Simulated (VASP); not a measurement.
Wanted: the native input for a VASP 6.6.1 run.

* Task: single point
* Functional: PBE
* Potentials or basis: VASP PAW PBE potentials, release 64 (Hf_pv, C)
* Cutoff: 520 eV
* k mesh: 13 × 13 × 13
* Occupations: fermi-dirac, width 0.1 eV
* Spin: no spin polarisation
* Dipole correction: no
* Further INCAR settings: ALGO = Normal; EDIFF = 1e-06; NBANDS = 14

The structure of HfC (zincblende type) lies in POSCAR:

```
HfC
1.0
    0.0000000000      2.5216763964      2.5216763964
    2.5216763964      0.0000000000      2.5216763964
    2.5216763964      2.5216763964      0.0000000000
Hf C
1 1
Direct
    0.0000000000      0.0000000000      0.0000000000
    0.2500000000      0.2500000000      0.2500000000
```

The input as run:

INCAR

```
PREC = Accurate
ENCUT = 520
EDIFF = 1E-6
ISMEAR = -1
SIGMA = 0.1
LREAL = F
LASPH = T
NELM = 60
ALGO = Normal
ISIF = 2
LWAVE = F
LCHARG = F
GGA = PE
NBANDS = 14
```

KPOINTS

```
regular mesh
0
Gamma
  13 13 13
```

Potentials or basis: VASP PAW PBE potentials, release 64 (Hf_pv, C).

Launch:

```console
$ cat potpaw_PBE.64/Hf_pv/POTCAR potpaw_PBE.64/C/POTCAR > POTCAR
$ mpirun -np 1 vasp_std > vasp.out
```

Results of the run:

The pressure is -0.3 GPa and the band gap on the k mesh is 0.46 eV, indirect (least direct gap 0.47 eV).

Caveat: spin-orbit coupling is left out, which moves the levels of the heavy elements.

It took 19 s on 1 thread of Intel(R) Xeon(R) Platinum 8488C (Sapphire Rapids), on a shared host, peak memory 0.18 GiB.
